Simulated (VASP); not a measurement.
# Ni (Im-3m) in VASP: a series of runs

Runs on Ni. Level: PBEsol. Tasks: single point.

Everything below comes from runs of VASP 6.6.1. Logs are shortened: lines on timing, memory, paths and dates and some standing lists are left out, and cuts for length are marked.

### 1 The cell of the first run

It takes space group Im-3m (No. 229, cubic). The conventional cell has a = 2.767 Å, b = 2.767 Å, c = 2.767 Å, α = 90.00°, β = 90.00°, γ = 90.00°. Within 3.2 Å of Ni (site symmetry m-3m) lie 14 Ni at 2.40 to 2.77 Å.

This isn't the form of Ni at room conditions, which is fcc.

### 2 Single point, PBEsol

INCAR

```
  ALGO = Normal
  EDIFF = 1E-6
  ENCUT = 520
  GGA = PS
  ISIF = 2
  ISMEAR = 1
  LASPH = True
  LCHARG = False
  LREAL = False
  LWAVE = False
  NBANDS = 11
  NELM = 60
  PREC = Accurate
  SIGMA = 0.05
```

KPOINTS

```
k-points
0
Gamma
  26 26 26
```

POSCAR

```
Ni
1.0
   -1.3837154700      1.3837154700      1.3837154700
    1.3837154700     -1.3837154700      1.3837154700
    1.3837154700      1.3837154700     -1.3837154700
Ni
1
Direct
    0.0000000000      0.0000000000      0.0000000000
```

Potentials or basis: VASP PAW PBE potentials, release 64 (Ni).

On the command line:

```bash
cat potpaw_PBE.64/Ni/POTCAR > POTCAR
mpirun -np 1 vasp_std > vasp.out
```

OUTCAR:

```text
EDIFF = 1E-6
   ENCUT = 520
   GGA = PS
   ISIF = 2
   ISMEAR = 1
   LASPH = True
   LREAL = False
   NELM = 60
   PREC = Accurate

 ion  position               nearest neighbor table
   1  0.000  0.000  0.000-

  LATTYP: Found a body centered cubic cell.
 ALAT       =     2.7674309400

  Lattice vectors:

 A1 = (  -1.3837154700,   1.3837154700,   1.3837154700)
 A2 = (   1.3837154700,  -1.3837154700,   1.3837154700)
 A3 = (   1.3837154700,   1.3837154700,  -1.3837154700)

Analysis of symmetry for initial positions (statically):
=====================================================================
 Subroutine PRICEL returns:
 Original cell was already a primitive cell.

 Routine SETGRP: Setting up the symmetry group for a
 body centered cubic supercell.

 Subroutine GETGRP returns: Found 48 space group operations
 (whereof 48 operations were pure point group operations)
 out of a pool of 48 trial point group operations.

The static configuration has the point symmetry O_h .

Analysis of symmetry for dynamics (positions and initial velocities):
=====================================================================
 Subroutine PRICEL returns:
 Original cell was already a primitive cell.

 Routine SETGRP: Setting up the symmetry group for a
 body centered cubic supercell.

 Subroutine GETGRP returns: Found 48 space group operations
 (whereof 48 operations were pure point group operations)
 out of a pool of 48 trial point group operations.

The dynamic configuration has the point symmetry O_h .

 Subroutine INISYM returns: Found 48 space group operations
 (whereof 48 operations are pure point group operations),
 and found     1 'primitive' translations

----------------------------------------------------------------------------------------

                                     Primitive cell

  volume of cell :      10.5974

  direct lattice vectors                    reciprocal lattice vectors
    -1.383715470  1.383715470  1.383715470     0.000000000  0.361345964  0.361345964
     1.383715470 -1.383715470  1.383715470     0.361345964  0.000000000  0.361345964
     1.383715470  1.383715470 -1.383715470     0.361345964  0.361345964  0.000000000

  length of vectors
     2.396665497  2.396665497  2.396665497     0.511020363  0.511020363  0.511020363

  position of ions in fractional coordinates (direct lattice)
     0.000000000  0.000000000  0.000000000

  ion indices of the primitive-cell ions
   primitive index   ion index
                 1           1

----------------------------------------------------------------------------------------

 KPOINTS: k-points

Automatic generation of k-mesh.
 Grid dimensions read from file:
 generate k-points for:   26   26   26

 Generating k-lattice:

  Cartesian coordinates                     Fractional coordinates (reciprocal lattice)
     0.000000000  0.013897922  0.013897922     0.038461538  0.000000000  0.000000000
     0.013897922  0.000000000  0.013897922     0.000000000  0.038461538  0.000000000
     0.013897922  0.013897922  0.000000000     0.000000000  0.000000000  0.038461538

  Length of vectors
     0.019654629  0.019654629  0.019654629

  Shift w.r.t. Gamma in fractional coordinates (k-lattice)
     0.000000000  0.000000000  0.000000000

 Subroutine IBZKPT returns following result:
 ===========================================

 Found    511 irreducible k-points:

 Following reciprocal coordinates:
            Coordinates               Weight
  0.000000  0.000000  0.000000      1.000000
  0.038462  0.000000  0.000000     12.000000
  0.076923  0.000000  0.000000     12.000000
  0.115385  0.000000  0.000000     12.000000
  0.153846  0.000000  0.000000     12.000000
  0.192308  0.000000  0.000000     12.000000
[... 16 lines left out ...]
  0.346154  0.038462  0.000000     48.000000
  0.384615  0.038462  0.000000     48.000000
 [... further k-points ...]
   k-points           NKPTS =    511   k-points in BZ     NKDIM =    511   number of bands    NBANDS=     11
   number of dos      NEDOS =    301   number of ions     NIONS =      1
   total plane-waves  NPLWV =   5832
   dimension x,y,z NGX =    18 NGY =   18 NGZ =   18
   dimension x,y,z NGXF=    36 NGYF=   36 NGZF=   36
   ions per type =               1
   NGX,Y,Z   is equivalent  to a cutoff of  12.49, 12.49, 12.49 a.u.
   NGXF,Y,Z  is equivalent  to a cutoff of  24.97, 24.97, 24.97 a.u.
 SYSTEM =  unknown system
   PREC   = accura    normal or accurate (medium, high low for compatibility)
   ISTART =      0    job   : 0-new  1-cont  2-samecut
   ICHARG =      2    charge: 1-file 2-atom 10-const
   ISPIN  =      1    spin polarized calculation?
   LNONCOLLINEAR =      F non collinear calculations
   LSORBIT =      F    spin-orbit coupling
   LASPH  =      T    aspherical Exc in radial PAW
   ENCUT  =  520.0 eV  38.22 Ry    6.18 a.u.   4.46  4.46  4.46*2*pi/ulx,y,z
   NELM   =     60;   NELMIN=  2; NELMDL= -5     # of ELM steps
   EDIFF  = 0.1E-05   stopping-criterion for ELM
   LREAL  =      F    real-space projection
   EDIFFG = 0.1E-04   stopping-criterion for IOM
   NSW    =      0    number of steps for IOM
   IBRION =     -1    ionic relax: 0-MD 1-quasi-New 2-CG
   NFREE  =      0    steps in history (QN), initial steepest desc. (CG)
   ISIF   =      2    stress and relaxation
   ISYM   =      2    0-nonsym 1-usesym 2-fastsym
   POTIM  = 0.5000    time-step for ionic-motion
   TEBEG  =    0.0;   TEEND  =   0.0 temperature during run
   PSTRESS=    0.0 pullay stress
   NELECT =      10.0000    total number of electrons
   NUPDOWN=      -1.0000    fix difference up-down
   EMIN   =  10.00;   EMAX   =-10.00  energy-range for DOS
   EFERMI =   0.00;   METHOD = LEGACY
   ISMEAR =     1;   SIGMA  =   0.05  broadening in eV -4-tet -1-fermi 0-gaus
   EFERMI_NEDOS =   21; number of points for ismear=-14 and -15
   IALGO  =     38    algorithm
   IMIX   =      4    mixing-type and parameters
     AMIX     =   0.40;   BMIX     =  1.00
     AMIX_MAG =   1.60;   BMIX_MAG =  1.00
  volume/ion in A,a.u.               =      10.60        71.51
  Fermi-wavevector in a.u.,A,eV,Ry     =   1.605738  3.034405 35.081190  2.578395
  Thomas-Fermi vector in A             =   2.702037
   LORBIT       =      0    0 simple, 1 ext, 2 COOP (PROOUT), +10 PAW based schemes
   GGA     = PS    functional components
   LHFCALC =     F    Hartree Fock is set to
   AEXX    =    0.0000 exact exchange contribution
   IVDW    =     0    specifies the selected vdW correction
   LEPSILON=     F    determine dielectric tensor
   LRPA    =     F    only Hartree local field effects (RPA)
 non-spin polarized calculation
 Methfessel and Paxton  Order N= 1 SIGMA  =   0.05
  energy-cutoff  :      520.00
  volume of cell :       10.60
 maximum number of plane-waves:       321
 NGX is ok and might be reduce to    18
   NGX =  9   NGY =  9   NGZ =  9

 number of electron      10.0000004 magnetization

 Free energy of the ion-electron system (eV)
  ---------------------------------------------------
  ext. energy  EPLUGINS =         0.00000000
  ---------------------------------------------------
  free energy    TOTEN  =        -6.02264664 eV

  energy without entropy =       -6.02286835  energy(sigma->0) =       -6.02272054

 E-fermi :   9.3567     XC(G=0): -13.5878

 val. band max:        9.3558021329   @ k =  -0.2308   0.2308   0.1923
 cond. band min:       9.3599420510   @ k =  -0.4231  -0.4615   0.0385
 fundamental gap:      0.0041399182
 Fermi energy:         9.3566625363

 k-point     1 :       0.0000    0.0000    0.0000
  band No.  band energies     occupation
      1       0.3197      2.00000
      2       7.3896      2.00000
      3       7.3896      2.00000
      4       7.3896      2.00000
      5       8.7981      2.00000
      6       8.7981      2.00000
      7      36.1063      0.00000
      8      36.1063      0.00000
      9      36.1063      0.00000
     10      41.1893      0.00000
     11      41.1893      0.00000

 k-point     2 :       0.0385    0.0000    0.0000
  band No.  band energies     occupation
      1       0.3824      2.00000
      2       7.3745      2.00000
      3       7.3885      2.00000
      4       7.4192      2.00000
      5       8.7823      2.00000
      6       8.7993      2.00000
      7      35.5773      0.00000
      8      35.9999      0.00000
      9      36.0256      0.00000
     10      40.5445      0.00000
     11      40.9878      0.00000

 k-point     3 :       0.0769    0.0000    0.0000
  band No.  band energies     occupation
      1       0.5692      2.00000
      2       7.3299      2.00000
      3       7.3834      2.00000
      4       7.5067      2.00000
      5       8.7391      2.00000
      6       8.8029      2.00000
      7      34.2350      0.00000
      8      35.6294      0.00000
      9      35.8097      0.00000
     10      39.7446      0.00000
     11      39.8954      0.00000

 k-point     4 :       0.1154    0.0000    0.0000
  band No.  band energies     occupation
      1       0.8761      2.00000
      2       7.2591      2.00000
      3       7.3694      2.00000
      4       7.6489      2.00000
      5       8.6805      2.00000
      6       8.8093      2.00000
      7      32.4599      0.00000
      8      34.9524      0.00000
      9      35.5140      0.00000
     10      38.3021      0.00000
     11      39.1694      0.00000
[... 239 lines left out ...]
 k-point    22 :       0.3077    0.0385    0.0000
  band No.  band energies     occupation
      1       3.9927      2.00000
      2       6.6598      2.00000
      3       7.4048      2.00000
      4       8.6333      2.00000
      5       8.9198      2.00000
      6       9.1086      2.00000
      7      21.6484      0.00000
      8      29.7975      0.00000
      9      31.4838      0.00000
     10      34.4956      0.00000
     11      37.8054      0.00000

 k-point    23 :       0.3462    0.0385    0.0000
  band No.  band energies     occupation
      1       4.4314      2.00000
      2       6.5660      2.00000
      3       7.7496      2.00000
      4       8.6848      2.00000
      5       8.9528      2.00000
      6       9.3908      0.09229
      7      19.9152      0.00000
      8      29.2492      0.00000
      9      30.7580      0.00000
     10      34.3099      0.00000
     11      37.7309      0.00000

 k-point    24 :       0.3846    0.0385    0.0000
  band No.  band energies     occupation
      1       4.6932      2.00000
      2       6.4914      2.00000
      3       8.2347      2.00000
      4       8.7371      2.00000
      5       9.0120      2.00000
      6       9.6591     -0.00000
      7      18.3691      0.00000
      8      28.8255      0.00000
      9      30.1894      0.00000
     10      34.1737      0.00000
     11      37.7007      0.00000

 [... further k-points ...]

------------------------ aborting loop because EDIFF is reached ----------------------------------------

  FORCE on cell =-STRESS in cart. coord.  units (eV):
  Direction    XX          YY          ZZ          XY          YZ          ZX
  --------------------------------------------------------------------------------------
  -------------------------------------------------------------------------------------
  Total       -0.3010402     -0.3010402     -0.3010402      0.0000000      0.0000000     -0.0000000
  in kB      -45.5129245    -45.5129245    -45.5129245      0.0000000      0.0000000     -0.0000000
  external PRESSURE =     -45.5129245 kB  Pullay stress =       0.0000000 kB

 VOLUME and BASIS-vectors are now :
 -----------------------------------------------------------------------------
  energy-cutoff  :      520.00
  volume of cell :       10.60
      direct lattice vectors                 reciprocal lattice vectors
    -1.383715470  1.383715470  1.383715470     0.000000000  0.361345964  0.361345964
     1.383715470 -1.383715470  1.383715470     0.361345964  0.000000000  0.361345964
     1.383715470  1.383715470 -1.383715470     0.361345964  0.361345964  0.000000000

 POSITION                                       TOTAL-FORCE (eV/Angst)
 -----------------------------------------------------------------------------------
      0.00000      0.00000      0.00000        -0.000000     -0.000000     -0.000000
 -----------------------------------------------------------------------------------
    total drift:                                0.000000      0.000000      0.000000

  FREE ENERGIE OF THE ION-ELECTRON SYSTEM (eV)
  ---------------------------------------------------
  free  energy   TOTEN  =        -6.0226466425 eV

  energy  without entropy=       -6.0228683457  energy(sigma->0) =       -6.02272054
```

Run time: 100 s. Hardware: 1 thread of Intel Xeon 8259CL, shared host; peak memory 0.17 GiB.

Results:

- Free energy: -6.0226 eV
- Pressure: -4.6 GPa
- Band gap on the k mesh: zero (bands 5 and 6 overlap by 1.05 eV)

Levels at points of the mesh, in eV from the Fermi level:
| k point | band 2 | band 3 | band 4 | band 5 | band 6 | band 7 | band 8 | band 9 |
| --- | --- | --- | --- | --- | --- | --- | --- | --- |
| (0.00, 0.00, 0.00) | -1.97 | -1.97 | -1.97 | -0.56 | -0.56 | 26.75 | 26.75 | 26.75 |
| (0.50, 0.00, 0.00) | -2.95 | -0.61 | -0.39 | 0.27 | 0.42 | 6.91 | 19.37 | 20.49 |
| (0.50, 0.50, 0.50) | -4.09 | 0.18 | 0.18 | 0.18 | 9.99 | 9.99 | 9.99 | 16.06 |

Caveat: the cell stands under tension; the PAW data sets were made with another functional, which shifts forces and pressure a little; the run has no spin polarisation, though such a crystal can be magnetic.

### 3 Single point, PBEsol, collinear spin, ferromagnetic start

INCAR

```
  PREC = Accurate
  ENCUT = 520
  EDIFF = 1E-6
  ISMEAR = 1
  SIGMA = 0.05
  LREAL = F
  LASPH = T
  NELM = 150
  ALGO = Normal
  ISIF = 2
  LWAVE = F
  LCHARG = T
  ISPIN = 2
  MAGMOM = 1
  LORBIT = 11
  LMAXMIX = 4
  GGA = PS
  LELF = T
  LVHAR = T
  NBANDS = 15
```

KPOINTS

```
regular mesh
0
Gamma
  26 26 26
```

POSCAR is that of step 2.

Potentials or basis: VASP PAW PBE potentials, release 64 (Ni).

On the command line:

```bash
cat potpaw_PBE.64/Ni/POTCAR > POTCAR
mpirun -np 1 vasp_std > vasp.out
```

Wall time 5.7 min (1 thread of Intel Xeon 8259CL, shared host); peak memory 0.24 GiB.

It converged, with:

| Item | Value |
| --- | --- |
| Free energy | -6.0332 eV |
| Pressure | -2.7 GPa |
| Net moment | 0.56 μB per cell |
| Site moments | Ni +0.56 μB |
| Valence electrons inside the program's atomic spheres | Ni 9.37 |

Levels at points of the mesh, in eV from the Fermi level:
Spin up:
```
           k point  band 2  band 3  band 4  band 5  band 6  band 7  band 8  band 9
(0.00, 0.00, 0.00)   -2.35   -2.35   -2.35   -0.87   -0.87   26.72   26.72   26.72
(0.50, 0.00, 0.00)   -3.31   -0.96   -0.71   -0.01    0.21    6.67   19.33   20.37
(0.50, 0.50, 0.50)   -4.32   -0.24   -0.24   -0.24    9.90    9.90    9.90   15.92
```
Spin down:
```
           k point  band 3  band 4  band 5  band 6  band 7  band 8
(0.00, 0.00, 0.00)   -1.69   -1.69   -0.37   -0.37   26.65   26.65
(0.50, 0.00, 0.00)   -0.39   -0.20    0.20    0.74    7.03   19.29
(0.50, 0.50, 0.50)    0.50    0.50    0.50    9.95    9.95    9.95
```

Caveat: the PAW data sets were made with another functional, which shifts forces and pressure a little.
